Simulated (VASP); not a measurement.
# Ti12H2C in VASP: single point with PBE

Aim: the single point of Ti12H2C with PBE.

Everything below comes from runs of VASP 6.6.1. Logs are shortened: lines on timing, memory, paths and dates and some standing lists are left out, and cuts for length are marked.

## Step 1: The cell of the first run

The cell holds a slab with vacuum, 15 atoms: a = 5.900 Å, b = 5.900 Å, c = 17.685 Å, α = 90.00°, β = 90.00°, γ = 60.00°.

## Step 2: Single point, PBE

The input, INCAR:

```
PREC = Accurate ; ENCUT = 520
EDIFF = 1E-6 ; ISMEAR = 0
SIGMA = 0.05 ; LREAL = Auto
LASPH = True ; NELM = 100
ALGO = Normal ; ISIF = 2
LWAVE = False ; LCHARG = True
GGA = PE ; LELF = True
LVHAR = True ; NBANDS = 88
```

The input, KPOINTS:

```
Automatic mesh
0
Gamma
  4 4 1
```

The input, POSCAR:

```
Ti12H2C
1.0
    5.9000000000      0.0000000000      0.0000000000
    2.9500000000      5.1095500000      0.0000000000
    0.0000000000      0.0000000000     17.6846000000
Ti C H
12 1 2
Direct
    0.0000000000      0.0000000000      0.0565463737
    0.5000000000      0.0000000000      0.0565463737
    0.0000000000      0.5000000000      0.0565463737
    0.5000000000      0.5000000000      0.0565463737
   -0.1641614470      0.3292859449      0.1803020707
    0.3363293448      0.3297358867      0.1797338362
   -0.1642716693      0.8326531691      0.1815084876
    0.3350826258      0.8342944095      0.1789528177
    0.0167305438     -0.0018576978      0.3100695520
    0.4966678010     -0.0043115343      0.3097639189
    0.0068832238      0.4994091456      0.3057327845
    0.4991756632      0.5124981652      0.3090695860
    1.3212688456      0.7895168850      0.3918185314
    1.2077593288      0.9371799865      0.4356034629
    1.4647566438      0.6101823057      0.4238855841
```

Potentials or basis: VASP PAW PBE potentials, release 64 (Ti_sv, C, H).

The run is started by

```bash
cat potpaw_PBE.64/Ti_sv/POTCAR potpaw_PBE.64/C/POTCAR potpaw_PBE.64/H/POTCAR > POTCAR
mpirun -np 1 vasp_std > vasp.out
```

OUTCAR:

```text
PREC = Accurate
   ENCUT = 520
   EDIFF = 1E-6
   ISMEAR = 0
   LREAL = Auto
   LASPH = True
   NELM = 100
   ISIF = 2
   GGA = PE

 ion  position               nearest neighbor table
   1  0.000  0.000  0.057-   8 2.76   5 2.76   7 2.78
   2  0.500  0.000  0.057-   8 2.75   6 2.75   7 2.80
   3  0.000  0.500  0.057-   6 2.77   5 2.78   7 2.79
   4  0.500  0.500  0.057-   8 2.76   6 2.77   5 2.78
   5  0.836  0.329  0.180-   1 2.76   3 2.78   4 2.78  11 2.82   9 2.85  12 2.86
   6  0.336  0.330  0.180-   2 2.75   4 2.77   3 2.77  11 2.79  10 2.86  12 2.89
   7  0.836  0.833  0.182-  11 2.78   1 2.78   3 2.79   2 2.80  10 2.85   9 2.88
   8  0.335  0.834  0.179-   2 2.75   4 2.76   1 2.76  12 2.83   9 2.83  10 2.84
   9  0.017  0.998  0.310-  13 2.15  10 2.82   8 2.83   5 2.85  12 2.86   7 2.88
  10  0.497  0.996  0.310-  13 2.43   9 2.82   8 2.84  12 2.84   7 2.85   6 2.86
  11  0.007  0.499  0.306-   7 2.78   6 2.79   5 2.82
  12  0.499  0.512  0.309-  13 2.05   8 2.83  10 2.84   5 2.86   9 2.86   6 2.89
  13  0.321  0.790  0.392-  14 1.11  15 1.12  12 2.05   9 2.15  10 2.43
  14  0.208  0.937  0.436-  13 1.11
  15  0.465  0.610  0.424-  13 1.12

  LATTYP: Found a hexagonal cell.
 ALAT       =     5.9000001019
 C/A-ratio  =     2.9973897787

  Lattice vectors:

 A1 = (  -2.9500000000,  -5.1095500000,   0.0000000000)
 A2 = (   5.9000000000,   0.0000000000,   0.0000000000)
 A3 = (   0.0000000000,   0.0000000000,  17.6846000000)

Analysis of symmetry for initial positions (statically):
=====================================================================
 Subroutine PRICEL returns:
 Original cell was already a primitive cell.

 Routine SETGRP: Setting up the symmetry group for a
 hexagonal supercell.

 Subroutine GETGRP returns: Found  1 space group operations
 (whereof  1 operations were pure point group operations)
 out of a pool of 24 trial point group operations.

The static configuration has the point symmetry C_1 .

Analysis of symmetry for dynamics (positions and initial velocities):
=====================================================================
 Subroutine PRICEL returns:
 Original cell was already a primitive cell.

 Routine SETGRP: Setting up the symmetry group for a
 hexagonal supercell.

 Subroutine GETGRP returns: Found  1 space group operations
 (whereof  1 operations were pure point group operations)
 out of a pool of 24 trial point group operations.

The dynamic configuration has the point symmetry C_1 .

 Subroutine INISYM returns: Found  1 space group operations
 (whereof  1 operations are pure point group operations),
 and found     1 'primitive' translations

----------------------------------------------------------------------------------------

                                     Primitive cell

  volume of cell :     533.1261

  direct lattice vectors                    reciprocal lattice vectors
     5.900000000  0.000000000  0.000000000     0.169491525 -0.097855976  0.000000000
     2.950000000  5.109550000  0.000000000     0.000000000  0.195711951  0.000000000
     0.000000000  0.000000000 17.684600000     0.000000000  0.000000000  0.056546374

  length of vectors
     5.900000000  5.900000102 17.684600000     0.195711955  0.195711951  0.056546374

  position of ions in fractional coordinates (direct lattice)
     0.000000000  0.000000000  0.056546374
     0.500000000  0.000000000  0.056546374
     0.000000000  0.500000000  0.056546374
     0.500000000  0.500000000  0.056546374
     0.835838553  0.329285945  0.180302071
     0.336329345  0.329735887  0.179733836
     0.835728331  0.832653169  0.181508488
     0.335082626  0.834294410  0.178952818
     0.016730544  0.998142302  0.310069552
     0.496667801  0.995688466  0.309763919
     0.006883224  0.499409146  0.305732785
     0.499175663  0.512498165  0.309069586
     0.321268846  0.789516885  0.391818531
     0.207759329  0.937179986  0.435603463
     0.464756644  0.610182306  0.423885584

  ion indices of the primitive-cell ions
[... 27 lines left out ...]
  Cartesian coordinates                     Fractional coordinates (reciprocal lattice)
     0.042372881 -0.024463994  0.000000000     0.250000000  0.000000000  0.000000000
     0.000000000  0.048927988  0.000000000     0.000000000  0.250000000  0.000000000
     0.000000000  0.000000000  0.056546374     0.000000000  0.000000000  1.000000000

  Length of vectors
     0.048927989  0.048927988  0.056546374

  Shift w.r.t. Gamma in fractional coordinates (k-lattice)
     0.000000000  0.000000000  0.000000000

 Subroutine IBZKPT returns following result:
 ===========================================

 Found     10 irreducible k-points:

 Following reciprocal coordinates:
            Coordinates               Weight
  0.000000  0.000000  0.000000      1.000000
  0.250000  0.000000  0.000000      2.000000
  0.250000  0.250000  0.000000      2.000000
  0.000000  0.250000  0.000000      2.000000
  0.500000  0.000000  0.000000      1.000000
  0.500000  0.500000  0.000000      1.000000
  0.000000  0.500000  0.000000      1.000000
  0.500000  0.250000  0.000000      2.000000
  0.250000  0.500000  0.000000      2.000000
 -0.250000  0.250000  0.000000      2.000000
   k-points           NKPTS =     10   k-points in BZ     NKDIM =     10   number of bands    NBANDS=     88
   number of dos      NEDOS =    301   number of ions     NIONS =     15
   total plane-waves  NPLWV = 322560
   dimension x,y,z NGX =    48 NGY =   48 NGZ =  140
   dimension x,y,z NGXF=    96 NGYF=   96 NGZF=  280
   ions per type =              12   1   2
   NGX,Y,Z   is equivalent  to a cutoff of  13.53, 13.53, 13.16 a.u.
   NGXF,Y,Z  is equivalent  to a cutoff of  27.05, 27.05, 26.32 a.u.
 SYSTEM =  unknown system
   PREC   = accura    normal or accurate (medium, high low for compatibility)
   ISTART =      0    job   : 0-new  1-cont  2-samecut
   ICHARG =      2    charge: 1-file 2-atom 10-const
   ISPIN  =      1    spin polarized calculation?
   LNONCOLLINEAR =      F non collinear calculations
   LSORBIT =      F    spin-orbit coupling
   LASPH  =      T    aspherical Exc in radial PAW
   ENCUT  =  520.0 eV  38.22 Ry    6.18 a.u.  10.97 10.97 32.88*2*pi/ulx,y,z
   NELM   =    100;   NELMIN=  2; NELMDL= -5     # of ELM steps
   EDIFF  = 0.1E-05   stopping-criterion for ELM
   LREAL  =      T    real-space projection
   EDIFFG = 0.1E-04   stopping-criterion for IOM
   NSW    =      0    number of steps for IOM
   IBRION =     -1    ionic relax: 0-MD 1-quasi-New 2-CG
   NFREE  =      0    steps in history (QN), initial steepest desc. (CG)
   ISIF   =      2    stress and relaxation
   ISYM   =      2    0-nonsym 1-usesym 2-fastsym
   POTIM  = 0.5000    time-step for ionic-motion
   TEBEG  =    0.0;   TEEND  =   0.0 temperature during run
   PSTRESS=    0.0 pullay stress
   NELECT =     150.0000    total number of electrons
   NUPDOWN=      -1.0000    fix difference up-down
   EMIN   =  10.00;   EMAX   =-10.00  energy-range for DOS
   EFERMI =   0.00;   METHOD = LEGACY
   ISMEAR =     0;   SIGMA  =   0.05  broadening in eV -4-tet -1-fermi 0-gaus
   EFERMI_NEDOS =   21; number of points for ismear=-14 and -15
   IALGO  =     38    algorithm
   IMIX   =      4    mixing-type and parameters
     AMIX     =   0.40;   BMIX     =  1.00
     AMIX_MAG =   1.60;   BMIX_MAG =  1.00
  volume/ion in A,a.u.               =      35.54       239.85
  Fermi-wavevector in a.u.,A,eV,Ry     =   1.072742  2.027188 15.657250  1.150775
  Thomas-Fermi vector in A             =   2.208521
   LORBIT       =      0    0 simple, 1 ext, 2 COOP (PROOUT), +10 PAW based schemes
   GGA     = PE    functional components
   LHFCALC =     F    Hartree Fock is set to
   AEXX    =    0.0000 exact exchange contribution
   IVDW    =     0    specifies the selected vdW correction
   LEPSILON=     F    determine dielectric tensor
   LRPA    =     F    only Hartree local field effects (RPA)
 non-spin polarized calculation
 Gauss-broadening in eV      SIGMA  =   0.05
  energy-cutoff  :      520.00
  volume of cell :      533.13
 maximum number of plane-waves:     14391
 NGX is ok and might be reduce to    48
   NGX = 21   NGY = 21   NGZ = 65

 number of electron     149.9999996 magnetization

 Free energy of the ion-electron system (eV)
  ---------------------------------------------------
  ext. energy  EPLUGINS =         0.00000000
  ---------------------------------------------------
  free energy    TOTEN  =      -103.89912193 eV

  energy without entropy =     -103.86623745  energy(sigma->0) =     -103.88267969

 E-fermi :   1.1334     XC(G=0):  -5.8445

 val. band max:        1.1314391824   @ k =   0.0000   0.5000   0.0000
 cond. band min:       1.1352901842   @ k =   0.5000   0.2500   0.0000
 fundamental gap:      0.0038510018
 Fermi energy:         1.1334379781

 k-point     1 :       0.0000    0.0000    0.0000
  band No.  band energies     occupation
      1     -55.8050      2.00000
      2     -55.7738      2.00000
      3     -55.7427      2.00000
      4     -55.7212      2.00000
      5     -55.7094      2.00000
      6     -55.7069      2.00000
[... 889 lines left out ...]
     86       1.9665      0.00000
     87       2.0449      0.00000
 [bands above 87 left out]

------------------------ aborting loop because EDIFF is reached ----------------------------------------

  FORCE on cell =-STRESS in cart. coord.  units (eV):
  Direction    XX          YY          ZZ          XY          YZ          ZX
  --------------------------------------------------------------------------------------
  -------------------------------------------------------------------------------------
  Total       -4.8617519     -4.1817746     -0.2819896     -0.2992940      0.0199119     -0.5112256
  in kB      -14.6107823    -12.5672802     -0.8474493     -0.8994535      0.0598404     -1.5363611
  external PRESSURE =      -9.3418373 kB  Pullay stress =       0.0000000 kB

 VOLUME and BASIS-vectors are now :
 -----------------------------------------------------------------------------
  energy-cutoff  :      520.00
  volume of cell :      533.13
      direct lattice vectors                 reciprocal lattice vectors
     5.900000000  0.000000000  0.000000000     0.169491525 -0.097855976  0.000000000
     2.950000000  5.109550000  0.000000000     0.000000000  0.195711951  0.000000000
     0.000000000  0.000000000 17.684600000     0.000000000  0.000000000  0.056546374

 POSITION                                       TOTAL-FORCE (eV/Angst)
 -----------------------------------------------------------------------------------
      0.00000      0.00000      1.00000        -0.084227     -0.064801     -0.004865
      2.95000      0.00000      1.00000         0.149313     -0.024455     -0.016658
      1.47500      2.55477      1.00000         0.040360      0.093540      0.087017
      4.42500      2.55477      1.00000        -0.019578     -0.015816      0.018404
      5.90284      1.68250      3.18857        -0.009137      0.014668     -0.030024
      2.95706      1.68480      3.17852        -0.013382      0.007173      0.030823
      7.38712      4.25448      3.20990        -0.004585      0.006999     -0.028245
      4.43816      4.26287      3.16471         0.004327     -0.008283     -0.013259
      3.04323      5.10006      5.48346        -0.040160      0.037896     -0.014639
      5.86762      5.08752      5.47805        -0.012352     -0.008436     -0.047402
      1.51387      2.55176      5.40676         0.022451      0.005999     -0.032773
      4.45701      2.61863      5.46577         0.033829     -0.033720     -0.023611
      4.22456      4.03408      6.92915         0.009569     -0.003938      0.020542
      3.99046      4.78857      7.70347        -0.063221      0.022058      0.028797
      4.54210      3.11776      7.49625        -0.013207     -0.028882      0.025893
 -----------------------------------------------------------------------------------
    total drift:                               -0.030678      0.015215     -0.010508

  FREE ENERGIE OF THE ION-ELECTRON SYSTEM (eV)
  ---------------------------------------------------
  free  energy   TOTEN  =      -103.8991219304 eV

  energy  without entropy=     -103.8662374452  energy(sigma->0) =     -103.88267969
```

Wall time 53 min (1 thread of AMD EPYC 9755, shared host); peak memory 0.75 GiB.

Results:

| Item | Value |
| --- | --- |
| Free energy | -103.8991 eV |
| Largest force | 0.152 eV/Å |
| Band gap on the k mesh | zero (bands 75 and 76 overlap by 0.58 eV) |

Forces in eV/Å, atoms in the order of the input:
```
Ti  -0.084 -0.065 -0.005
Ti   0.149 -0.024 -0.017
Ti   0.040  0.094  0.087
Ti  -0.020 -0.016  0.018
Ti  -0.009  0.015 -0.030
Ti  -0.013  0.007  0.031
Ti  -0.005  0.007 -0.028
Ti   0.004 -0.008 -0.013
Ti  -0.040  0.038 -0.015
Ti  -0.012 -0.008 -0.047
Ti   0.022  0.006 -0.033
Ti   0.034 -0.034 -0.024
C    0.010 -0.004  0.021
H   -0.063  0.022  0.029
H   -0.013 -0.029  0.026
```

Caveat: there is no dipole correction, which matters where the two faces differ.
